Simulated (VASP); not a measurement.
# Sn (I4_1/amd) in VASP: a series of runs

The runs below take Sn through single point, with LDA, PBE, PBEsol, RPBE, revPBE.

All numbers are computed with VASP 6.6.1; they aren't measurements. Logs are shortened: lines on timing, memory, paths and dates and some standing lists are left out, and cuts for length are marked.

## (1) The cell of the first run

The structure is tetragonal, space group I4_1/amd (No. 141). The conventional cell has a = 5.880 Å, b = 5.880 Å, c = 3.199 Å, α = 90.00°, β = 90.00°, γ = 90.00°. Within 4.0 Å of Sn (site symmetry -4m2) lie 10 Sn at 3.05 to 3.79 Å.

## (2) Single point, LDA

Contents of INCAR:

```
SYSTEM = Sn
  PREC = Accurate
  ENCUT = 520
  EDIFF = 1E-7
  ISMEAR = -1
  SIGMA = 0.05
  LREAL = .FALSE.
  LASPH = .TRUE.
  NELM = 80
  ALGO = Normal
  ISIF = 2
  LWAVE = .FALSE.
  LCHARG = .FALSE.
  NBANDS = 21
```

Contents of KPOINTS:

```
Automatic mesh
0
G
  5 5 5
  0 0 0
```

Contents of POSCAR:

```
Sn
1.0
   -2.9401404553      2.9401404553      1.5993019889
    2.9401404553     -2.9401404553      1.5993019889
    2.9401404553      2.9401404553     -1.5993019889
Sn
2
Direct
    0.0000000000      0.0000000000      0.0000000000
    0.7500000000      0.2500000000      0.5000000000
```

Potentials or basis: VASP PAW LDA potentials, release 64 (Sn_d).

Started as:

```
$ cat potpaw_LDA.64/Sn_d/POTCAR > POTCAR
$ mpirun -np 1 vasp_std > vasp.out
```

OUTCAR:

```text
SYSTEM = Sn
   PREC = Accurate
   ENCUT = 520
   EDIFF = 1E-7
   ISMEAR = -1
   LREAL = .FALSE.
   LASPH = .TRUE.
   NELM = 80
   ISIF = 2

 ion  position               nearest neighbor table
   1  0.000  0.000  0.000-   2 3.05   2 3.05   2 3.05   2 3.05
   2  0.750  0.250  0.500-   1 3.05   1 3.05   1 3.05   1 3.05

  LATTYP: Found a body centered tetragonal cell.
 ALAT       =     5.8802809106
 C/A-ratio  =     0.5439542815

  Lattice vectors:

 A1 = (  -2.9401404553,   2.9401404553,   1.5993019889)
 A2 = (   2.9401404553,  -2.9401404553,   1.5993019889)
 A3 = (   2.9401404553,   2.9401404553,  -1.5993019889)

Analysis of symmetry for initial positions (statically):
=====================================================================
 Subroutine PRICEL returns:
 Original cell was already a primitive cell.

 Routine SETGRP: Setting up the symmetry group for a
 body centered tetragonal supercell.

 Subroutine GETGRP returns: Found 16 space group operations
 (whereof  8 operations were pure point group operations)
 out of a pool of 16 trial point group operations.

The static configuration has the point symmetry D_2d.
 The point group associated with its full space group is D_4h.

Analysis of symmetry for dynamics (positions and initial velocities):
=====================================================================
 Subroutine PRICEL returns:
 Original cell was already a primitive cell.

 Routine SETGRP: Setting up the symmetry group for a
 body centered tetragonal supercell.

 Subroutine GETGRP returns: Found 16 space group operations
 (whereof  8 operations were pure point group operations)
 out of a pool of 16 trial point group operations.

The dynamic configuration has the point symmetry D_2d.
 The point group associated with its full space group is D_4h.

 Subroutine INISYM returns: Found 16 space group operations
 (whereof  8 operations are pure point group operations),
 and found     1 'primitive' translations

----------------------------------------------------------------------------------------

                                     Primitive cell

  volume of cell :      55.3002

  direct lattice vectors                    reciprocal lattice vectors
    -2.940140455  2.940140455  1.599301989     0.000000000  0.170059903  0.312636390
     2.940140455 -2.940140455  1.599301989     0.170059903  0.000000000  0.312636390
     2.940140455  2.940140455 -1.599301989     0.170059903  0.170059903  0.000000000

  length of vectors
     4.454954393  4.454954393  4.454954393     0.355895888  0.355895888  0.240501021

  position of ions in fractional coordinates (direct lattice)
     0.000000000  0.000000000  0.000000000
     0.750000000  0.250000000  0.500000000

  ion indices of the primitive-cell ions
   primitive index   ion index
                 1           1
                 2           2

----------------------------------------------------------------------------------------

 KPOINTS: Automatic mesh

Automatic generation of k-mesh.
 Grid dimensions read from file:
 generate k-points for:    5    5    5

 Generating k-lattice:

  Cartesian coordinates                     Fractional coordinates (reciprocal lattice)
     0.000000000  0.034011981  0.062527278     0.200000000  0.000000000  0.000000000
     0.034011981  0.000000000  0.062527278     0.000000000  0.200000000  0.000000000
     0.034011981  0.034011981  0.000000000     0.000000000  0.000000000  0.200000000

  Length of vectors
     0.071179178  0.071179178  0.048100204

  Shift w.r.t. Gamma in fractional coordinates (k-lattice)
     0.000000000  0.000000000  0.000000000

 Subroutine IBZKPT returns following result:
 ===========================================

 Found     18 irreducible k-points:

 Following reciprocal coordinates:
            Coordinates               Weight
  0.000000  0.000000  0.000000      1.000000
  0.200000 -0.000000  0.000000      8.000000
  0.400000 -0.000000  0.000000      8.000000
  0.200000  0.200000  0.000000      8.000000
  0.400000  0.200000  0.000000     16.000000
 -0.400000  0.200000 -0.000000     16.000000
[... 10 lines left out ...]
 -0.400000  0.400000  0.400000      4.000000
 -0.400000 -0.400000  0.400000      2.000000
   k-points           NKPTS =     18   k-points in BZ     NKDIM =     18   number of bands    NBANDS=     21
   number of dos      NEDOS =    301   number of ions     NIONS =      2
   total plane-waves  NPLWV =  46656
   dimension x,y,z NGX =    36 NGY =   36 NGZ =   36
   dimension x,y,z NGXF=    72 NGYF=   72 NGZF=   72
   ions per type =               2
   NGX,Y,Z   is equivalent  to a cutoff of  13.43, 13.43, 13.43 a.u.
   NGXF,Y,Z  is equivalent  to a cutoff of  26.87, 26.87, 26.87 a.u.
 SYSTEM =  Sn
   PREC   = accura    normal or accurate (medium, high low for compatibility)
   ISTART =      0    job   : 0-new  1-cont  2-samecut
   ICHARG =      2    charge: 1-file 2-atom 10-const
   ISPIN  =      1    spin polarized calculation?
   LNONCOLLINEAR =      F non collinear calculations
   LSORBIT =      F    spin-orbit coupling
   LASPH  =      T    aspherical Exc in radial PAW
   ENCUT  =  520.0 eV  38.22 Ry    6.18 a.u.   8.28  8.28  8.28*2*pi/ulx,y,z
   NELM   =     80;   NELMIN=  2; NELMDL= -5     # of ELM steps
   EDIFF  = 0.1E-06   stopping-criterion for ELM
   LREAL  =      F    real-space projection
   EDIFFG = 0.1E-05   stopping-criterion for IOM
   NSW    =      0    number of steps for IOM
   IBRION =     -1    ionic relax: 0-MD 1-quasi-New 2-CG
   NFREE  =      0    steps in history (QN), initial steepest desc. (CG)
   ISIF   =      2    stress and relaxation
   ISYM   =      2    0-nonsym 1-usesym 2-fastsym
   POTIM  = 0.5000    time-step for ionic-motion
   TEBEG  =    0.0;   TEEND  =   0.0 temperature during run
   PSTRESS=    0.0 pullay stress
   NELECT =      28.0000    total number of electrons
   NUPDOWN=      -1.0000    fix difference up-down
   EMIN   =  10.00;   EMAX   =-10.00  energy-range for DOS
   EFERMI =   0.00;   METHOD = LEGACY
   ISMEAR =    -1;   SIGMA  =   0.05  broadening in eV -4-tet -1-fermi 0-gaus
   EFERMI_NEDOS =   21; number of points for ismear=-14 and -15
   IALGO  =     38    algorithm
   IMIX   =      4    mixing-type and parameters
     AMIX     =   0.40;   BMIX     =  1.00
     AMIX_MAG =   1.60;   BMIX_MAG =  1.00
  volume/ion in A,a.u.               =      27.65       186.59
  Fermi-wavevector in a.u.,A,eV,Ry     =   1.304824  2.465760 23.164816  1.702566
  Thomas-Fermi vector in A             =   2.435734
   LORBIT       =      0    0 simple, 1 ext, 2 COOP (PROOUT), +10 PAW based schemes
   GGA     = CA    functional components
   LHFCALC =     F    Hartree Fock is set to
   AEXX    =    0.0000 exact exchange contribution
   IVDW    =     0    specifies the selected vdW correction
   LEPSILON=     F    determine dielectric tensor
   LRPA    =     F    only Hartree local field effects (RPA)
 non-spin polarized calculation
  energy-cutoff  :      520.00
  volume of cell :       55.30
 maximum number of plane-waves:      1501
 NGX is ok and might be reduce to    36
   NGX = 17   NGY = 17   NGZ = 17

 number of electron      27.9999990 magnetization

 Free energy of the ion-electron system (eV)
  ---------------------------------------------------
  ext. energy  EPLUGINS =         0.00000000
  ---------------------------------------------------
  free energy    TOTEN  =        -8.96429991 eV

  energy without entropy =       -8.94682917  energy(sigma->0) =       -8.95556454

 E-fermi :   7.3750     XC(G=0): -10.4577

 val. band max:        7.3707676576   @ k =   0.4000   0.4000   0.0000
 cond. band min:       7.4025225223   @ k =   0.2000  -0.0000   0.0000
 fundamental gap:      0.0317548647
 Fermi energy:         7.3749879682

 k-point     1 :       0.0000    0.0000    0.0000
  band No.  band energies     occupation
      1     -14.0412      2.00000
      2     -13.9680      2.00000
      3     -13.9176      2.00000
      4     -13.9150      2.00000
      5     -13.7679      2.00000
      6     -13.7679      2.00000
[... 13 lines left out ...]
     20      17.3111      0.00000
     21      17.9712      0.00000

 k-point     2 :       0.2000   -0.0000    0.0000
  band No.  band energies     occupation
      1     -14.0180      2.00000
      2     -13.9035      2.00000
      3     -13.8930      2.00000
      4     -13.8501      2.00000
      5     -13.8076      2.00000
      6     -13.7813      2.00000
[... 13 lines left out ...]
     20      15.2112      0.00000
     21      15.8639      0.00000

 k-point     3 :       0.4000   -0.0000    0.0000
  band No.  band energies     occupation
      1     -13.9783      2.00000
      2     -13.8852      2.00000
      3     -13.8801      2.00000
      4     -13.8553      2.00000
      5     -13.8246      2.00000
      6     -13.8090      2.00000
[... 13 lines left out ...]
     20      15.3398      0.00000
     21      17.5768      0.00000

 k-point     4 :       0.2000    0.2000    0.0000
  band No.  band energies     occupation
      1     -13.9930      2.00000
      2     -13.8867      2.00000
      3     -13.8613      2.00000
      4     -13.8389      2.00000
      5     -13.8281      2.00000
      6     -13.8167      2.00000
[... 13 lines left out ...]
     20      15.0981      0.00000
     21      15.3517      0.00000

 k-point     5 :       0.4000    0.2000    0.0000
  band No.  band energies     occupation
      1     -13.9667      2.00000
      2     -13.9041      2.00000
      3     -13.8777      2.00000
      4     -13.8356      2.00000
      5     -13.8275      2.00000
      6     -13.7837      2.00000
[... 13 lines left out ...]
     20      15.9548      0.00000
     21      16.3806      0.00000

 k-point     6 :      -0.4000    0.2000   -0.0000
  band No.  band energies     occupation
      1     -13.9728      2.00000
      2     -13.9146      2.00000
      3     -13.8921      2.00000
      4     -13.8524      2.00000
      5     -13.8182      2.00000
      6     -13.7771      2.00000
[... 13 lines left out ...]
     20      15.9529      0.00000
     21      17.0289      0.00000

 k-point     7 :      -0.2000    0.2000    0.0000
  band No.  band energies     occupation
      1     -14.0101      2.00000
      2     -13.9723      2.00000
      3     -13.9323      2.00000
      4     -13.8919      2.00000
      5     -13.7835      2.00000
      6     -13.7533      2.00000
[... 13 lines left out ...]
     20      17.5465      0.00000
     21      17.6757      0.00000
[... 147 lines left out ...]
      1     -13.9423      2.00000
      2     -13.9250      2.00000
      3     -13.8315      2.00000
      4     -13.8303      2.00000
      5     -13.8076      2.00000
      6     -13.7741      2.00000
[... 13 lines left out ...]
     20      17.5472      0.00000
     21      19.4565      0.00000

 k-point    15 :      -0.2000   -0.4000    0.2000
  band No.  band energies     occupation
      1     -13.9618      2.00000
      2     -13.8685      2.00000
      3     -13.8684      2.00000
      4     -13.8303      2.00000
      5     -13.8236      2.00000
      6     -13.8082      2.00000
[... 13 lines left out ...]
     20      17.1977      0.00000
     21      18.7701      0.00000

 k-point    16 :      -0.2000   -0.2000    0.2000
  band No.  band energies     occupation
      1     -13.9958      2.00000
      2     -13.8702      2.00000
      3     -13.8657      2.00000
      4     -13.8657      2.00000
      5     -13.8061      2.00000
      6     -13.8061      2.00000
[... 13 lines left out ...]
     20      17.0582      0.00000
     21      17.0582      0.00000

 k-point    17 :      -0.4000    0.4000    0.4000
  band No.  band energies     occupation
      1     -13.9798      2.00000
      2     -13.9758      2.00000
      3     -13.8399      2.00000
      4     -13.7908      2.00000
      5     -13.7846      2.00000
      6     -13.7689      2.00000
[... 13 lines left out ...]
     20      19.5039      0.00000
     21      19.7300      0.00000

 k-point    18 :      -0.4000   -0.4000    0.4000
  band No.  band energies     occupation
      1     -13.9411      2.00000
      2     -13.9222      2.00000
      3     -13.8027      2.00000
      4     -13.8022      2.00000
      5     -13.8022      2.00000
      6     -13.7779      2.00000
[... 13 lines left out ...]
     20      18.5323      0.00000
     21      18.9240      0.00000

------------------------ aborting loop because EDIFF is reached ----------------------------------------

  FORCE on cell =-STRESS in cart. coord.  units (eV):
  Direction    XX          YY          ZZ          XY          YZ          ZX
  --------------------------------------------------------------------------------------
  -------------------------------------------------------------------------------------
  Total       -0.2317227     -0.2317227     -2.0611177      0.0000000      0.0000000      0.0000000
  in kB       -6.7135537     -6.7135537    -59.7154551      0.0000000      0.0000000      0.0000000
  external PRESSURE =     -24.3808541 kB  Pullay stress =       0.0000000 kB

 VOLUME and BASIS-vectors are now :
 -----------------------------------------------------------------------------
  energy-cutoff  :      520.00
  volume of cell :       55.30
      direct lattice vectors                 reciprocal lattice vectors
    -2.940140455  2.940140455  1.599301989     0.000000000  0.170059903  0.312636390
     2.940140455 -2.940140455  1.599301989     0.170059903  0.000000000  0.312636390
     2.940140455  2.940140455 -1.599301989     0.170059903  0.170059903  0.000000000

 POSITION                                       TOTAL-FORCE (eV/Angst)
 -----------------------------------------------------------------------------------
      0.00000      0.00000      0.00000        -0.000000      0.000000     -0.000000
      0.00000      2.94014      0.79965         0.000000     -0.000000      0.000000
 -----------------------------------------------------------------------------------
    total drift:                               -0.000000      0.000000     -0.000000

  FREE ENERGIE OF THE ION-ELECTRON SYSTEM (eV)
  ---------------------------------------------------
  free  energy   TOTEN  =        -8.9642999068 eV

  energy  without entropy=       -8.9468291671  energy(sigma->0) =       -8.95556454
```

Run time: 20 s. Hardware: 1 thread of Intel Xeon Platinum 8259CL at 2.50GHz (Skylake/Cascade Lake), shared host; peak memory 0.17 GiB.

What came out:

```
Free energy            : -8.9643 eV
Pressure               : -2.4 GPa
Band gap on the k mesh : zero (band 14 reaches 8.79 eV, above the bottom of band 15 at 6.35 eV)
```

Caveat: the k points lie up to 0.45 Å⁻¹ apart; spin-orbit coupling is left out, which moves the levels of the heavy elements.

## (3) Single point, PBE

Contents of INCAR:

```
ALGO = Normal ; EDIFF = 1E-6
ENCUT = 520 ; GGA = PE
ISIF = 2 ; ISMEAR = -1
LASPH = T ; LCHARG = F
LREAL = F ; LWAVE = F
NBANDS = 21 ; NELM = 80
PREC = Accurate ; SIGMA = 0.05
```

Contents of KPOINTS:

```
k-points
0
Gamma
  5 5 5
```

POSCAR is that of step 2.

Potentials or basis: VASP PAW PBE potentials, release 64 (Sn_d).

Started as:

```
$ cat potpaw_PBE.64/Sn_d/POTCAR > POTCAR
$ mpirun -np 1 vasp_std > vasp.out
```

Run time: 21 s. Hardware: 1 thread of Intel Xeon Platinum 8259CL at 2.50GHz (Skylake/Cascade Lake), shared host; peak memory 0.2 GiB.

Results (log left out):

```
Free energy            : -7.6141 eV
Pressure               : 1.8 GPa
Band gap on the k mesh : zero (band 14 reaches 9.07 eV, above the bottom of band 15 at 6.61 eV)
```

Stress tensor (GPa, compression positive):
```
 3.54  0.00  0.00
 0.00  3.54  0.00
 0.00  0.00 -1.74
```

Levels at points of the mesh, in eV from the Fermi level:
```
           k point  band 12  band 13  band 14  band 15  band 16  band 17
(0.00, 0.00, 0.00)    -3.62    -1.85    -1.85     3.08     6.21     6.21
```

Caveat: the k points lie up to 0.45 Å⁻¹ apart; spin-orbit coupling is left out, which moves the levels of the heavy elements.

## (4) Single point, PBEsol

Contents of INCAR:

```
SYSTEM = Sn
  PREC = Accurate
  ENCUT = 520
  EDIFF = 1E-6
  ISMEAR = -1
  SIGMA = 0.05
  LREAL = .FALSE.
  LASPH = .TRUE.
  NELM = 60
  ALGO = Normal
  ISIF = 2
  LWAVE = .FALSE.
  LCHARG = .FALSE.
  GGA = PS
  NBANDS = 21
```

Contents of KPOINTS:

```
Automatic mesh
0
G
  5 5 5
  0 0 0
```

POSCAR is that of step 3.

Started as:

```
$ cat potpaw_PBE.64/Sn_d/POTCAR > POTCAR
$ mpirun -np 1 vasp_std > vasp.out
```

Wall time 22 s (1 thread of Intel Xeon Platinum 8259CL at 2.50GHz (Skylake/Cascade Lake), shared host); peak memory 0.2 GiB.

Results (log left out):

```
Free energy            : -8.5228 eV
Pressure               : -1.1 GPa
Band gap on the k mesh : zero (band 14 reaches 8.90 eV, above the bottom of band 15 at 6.45 eV)
```

Stress tensor (GPa, compression positive):
```
 0.65  0.00  0.00
 0.00  0.65  0.00
 0.00  0.00 -4.53
```

Levels at points of the mesh, in eV from the Fermi level:
| k point | band 11 | band 12 | band 13 | band 14 | band 15 | band 16 | band 17 | band 18 |
| --- | --- | --- | --- | --- | --- | --- | --- | --- |
| (0.00, 0.00, 0.00) | -10.92 | -3.63 | -1.84 | -1.84 | 3.07 | 6.20 | 6.20 | 6.83 |

Caveat: the k points lie up to 0.45 Å⁻¹ apart; the PAW data sets were made with another functional, which shifts forces and pressure a little; spin-orbit coupling is left out, which moves the levels of the heavy elements.

[end of part 1 of 2]
